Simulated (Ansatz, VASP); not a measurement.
## Ca in VASP and in Ansatz

The input INCAR:

```
SYSTEM = Ca
  ALGO = Normal
  EDIFF = 1E-6
  ENCUT = 520
  GGA = PS
  ISIF = 2
  ISMEAR = 0
  LASPH = .TRUE.
  LCHARG = .TRUE.
  LELF = .TRUE.
  LREAL = .FALSE.
  LVHAR = .TRUE.
  LWAVE = .FALSE.
  NBANDS = 11
  NELM = 100
  PREC = Accurate
  SIGMA = 0.15
```

The input KPOINTS:

```
k-points
0
G
  14 14 14
  0 0 0
```

File POSCAR:

```
Ca
1.0
    0.0000000000      2.7103740000      2.8361130000
    2.7103740000      0.0000000000      2.8361130000
    2.7103740000      2.7103740000      0.0000000000
Ca
1
Direct
    0.0000000000      0.0000000000      0.0000000000
```

Input for Ansatz:

```yaml
crystal:
  lattice:
    - [0.0, 2.710374, 2.836113]
    - [2.710374, 0.0, 2.836113]
    - [2.710374, 2.710374, 0.0]
  atoms:
    - { symbol: Ca, position: [0.0, 0.0, 0.0] }
basis:
  ecutwfc: 420
kpoints:
  mp_grid: { grid: [14, 14, 14] }
hamiltonian:
  xc: pbesol
scf:
  occupations: { method: gaussian, width: 0.15 }
output:
  forces: true
  stress: true
  eigenvalues: true
```

Change from the starting cell: strain -0.030 along x and y, +0.015 along z, atoms carried along.

Alike in both runs: task single point; functional PBEsol; k mesh 14 × 14 × 14; occupations gaussian, width 0.15 eV; no spin polarisation.

|  | VASP | Ansatz |
| --- | --- | --- |
| version | VASP 6.6.1 | Ansatz 0.2.0 |
| potentials or method | VASP PAW PBE potentials, release 64 (Ca_sv), cutoff 520 eV | scalar-relativistic, plane waves, PAW |
| valence electrons in the cell | 10 | 10 |

|  | VASP | Ansatz | Ansatz less VASP |
| --- | --- | --- | --- |
| gap on the k mesh at the Fermi level (eV) | none | none | - |
| pressure (GPa) | -0.5 | -0.5 | +0.01 |
| traceless stress, the component that is largest in VASP (GPa) | -0.30 | -0.30 | 0.000 |

VASP's potentials were made for PBE, not for PBEsol. A gap of «none» marks a metal or a gap that the smearing closes.
